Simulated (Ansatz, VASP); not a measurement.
Pd: VASP beside Ansatz

INCAR

```
SYSTEM = Pd
  PREC = Accurate
  ENCUT = 520
  EDIFF = 1E-6
  ISMEAR = -1
  SIGMA = 0.05
  LREAL = .FALSE.
  LASPH = .TRUE.
  NELM = 60
  ALGO = Normal
  ISIF = 2
  LWAVE = .FALSE.
  LCHARG = .FALSE.
  GGA = PE
  NBANDS = 11
```

KPOINTS

```
regular mesh
0
G
  18 18 18
  0 0 0
```

The input POSCAR:

```
Pd
1.0
    0.0000000000      1.9318465866      1.9318465866
    1.9318465866      0.0000000000      1.9318465866
    1.9318465866      1.9318465866      0.0000000000
Pd
1
Direct
    0.0000000000      0.0000000000      0.0000000000
```

Input for Ansatz:

```yaml
crystal:
  lattice:
    - [0.0, 1.9318465866, 1.9318465866]
    - [1.9318465866, 0.0, 1.9318465866]
    - [1.9318465866, 1.9318465866, 0.0]
  atoms:
    - { symbol: Pd, position: [0.0, 0.0, 0.0] }
kpoints:
  mp_grid: { grid: [18, 18, 18] }
scf:
  occupations: { method: fermi_dirac, width: 0.05 }
hamiltonian:
  xc: pbe
  pseudopotentials: { kind: all_electron, lapw: { basis_error: 0.00025 } }
output:
  forces: true
  stress: true
  eigenvalues: true
```

Change from the starting cell: volume scaled by 0.98.

Alike in both runs: task single point; functional PBE; k mesh 18 × 18 × 18; occupations fermi-dirac, width 0.05 eV; no spin polarisation.

```csv
,VASP,Ansatz
version,VASP 6.6.1,Ansatz 0.2.0
potentials or method,"VASP PAW PBE potentials, release 64 (Pd), cutoff 520 eV","all-electron LAPW, scalar-relativistic"
```

```tsv
	VASP	Ansatz	Ansatz less VASP
pressure (GPa)	11.7	12.0	+0.28
```

Ansatz ran all-electron here, and VASP with PAW potentials.
